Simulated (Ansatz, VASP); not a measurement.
**LiCl: VASP beside Ansatz**

File INCAR:

```
  ALGO = Normal
  EDIFF = 1E-7
  ENCUT = 520
  GGA = CA
  ISIF = 2
  ISMEAR = 0
  LASPH = T
  LCHARG = T
  LELF = T
  LREAL = F
  LVHAR = T
  LWAVE = F
  NBANDS = 18
  NELM = 80
  PREC = Accurate
  SIGMA = 0.05
```

KPOINTS

```
k-points
0
Gamma
  9 9 4
```

File POSCAR:

```
LiCl
1.0
    3.7482625090      0.0000000000      0.0000000000
   -1.8741312545      3.2460905528      0.0000000000
    0.0000000000      0.0000000000      6.3571610000
Li Cl
2 2
Direct
    0.6666666667      0.3333333333      0.8760170000
    0.3333333333      0.6666666667      0.3760170000
    0.6666666667      0.3333333333      0.4989840000
    0.3333333333      0.6666666667      0.9989840000
```

Input for Ansatz:

```yaml
crystal:
  lattice:
    - [3.748262509, 0.0, 0.0]
    - [-1.8741312545, 3.2460905528, 0.0]
    - [0.0, 0.0, 6.357161]
  atoms:
    - { symbol: Li, position: [0.6666666667, 0.3333333333, 0.876017] }
    - { symbol: Li, position: [0.3333333333, 0.6666666667, 0.376017] }
    - { symbol: Cl, position: [0.6666666667, 0.3333333333, 0.498984] }
    - { symbol: Cl, position: [0.3333333333, 0.6666666667, 0.998984] }
basis:
  ecutwfc: 420
kpoints:
  mp_grid: { grid: [9, 9, 4] }
hamiltonian:
  xc: lda
scf:
  occupations: { method: gaussian, width: 0.05 }
output:
  forces: true
  stress: true
  eigenvalues: true
```

Change from the starting cell: strain -0.0450 x Voigt [1, 1, 0, 0, 0, 0], atoms carried along.

Alike in both runs: task single point; functional LDA; k mesh 9 × 9 × 4; occupations gaussian, width 0.05 eV; no spin polarisation.

```csv
,VASP,Ansatz
version,VASP 6.6.1,Ansatz 0.2.0
potentials or method,"VASP PAW LDA potentials, release 64 (Li_sv, Cl), cutoff 520 eV","scalar-relativistic, plane waves, PAW"
valence electrons in the cell,20,20
```

|  | VASP | Ansatz | Ansatz less VASP |
| --- | --- | --- | --- |
| gap on the k mesh at the Fermi level (eV) | 5.80 | 5.79 | -0.011 |
| least direct gap on the mesh (eV) | 5.80 | 5.79 | -0.011 |
| rms of the force components (eV/Å) | 0.065 | 0.065 | -0.0006 |

LDA's correlation is that of Perdew and Zunger in VASP and of Perdew and Wang (1992) in Ansatz. Atom by atom the forces differ by 0.001 eV/Å (rms over components).

Noted on VASP's run: the cutoff is short for stress, so the pressure is rough.
